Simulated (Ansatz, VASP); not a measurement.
**WSe2 in VASP and in Ansatz**

```
W Se
1.0
     3.26792    0.00000    0.00000
    -1.63396    2.83010    0.00000
     0.00000    0.00000   12.88295
W Se
2 4
Direct
  0.33333 0.66667 0.25000
  0.66667 0.33333 0.75000
  0.33333 0.66667 0.62100
  0.66667 0.33333 0.12100
  0.33333 0.66667 0.87900
  0.66667 0.33333 0.37900
```

Change from the starting cell: volume scaled by 0.98, crystal datasets.

Alike in both runs: task electric field gradients; functional PBEsol; k mesh 11 × 11 × 3; occupations fermi-dirac, width 0.08 eV; no spin polarisation.

|  | VASP | Ansatz |
| --- | --- | --- |
| version | VASP 6.6.1 | Ansatz 0.2.0 |
| potentials or method | VASP PAW PBE potentials, release 64 (W_sv, Se), cutoff 520 eV | all-electron PAW with datasets made for the crystal, scalar-relativistic |

|  | VASP | Ansatz | Ansatz less VASP |
| --- | --- | --- | --- |
| pressure (GPa) | 2.1 | 1.7 | -0.41 |
| traceless stress, the component that is largest in VASP (GPa) | 1.18 | 1.07 | -0.111 |
| rms of the force components (eV/Å) | 0.129 | 0.101 | -0.0282 |
| size of Vzz on the site where it differs most (V/Å²) | 156.3 | 168.6 | +12.34 |

VASP's potentials were made for PBE, not for PBEsol. Atom by atom the forces differ by 0.028 eV/Å (rms over components). Ansatz ran all-electron here, and VASP with PAW potentials.

Spin-orbit coupling is off throughout.
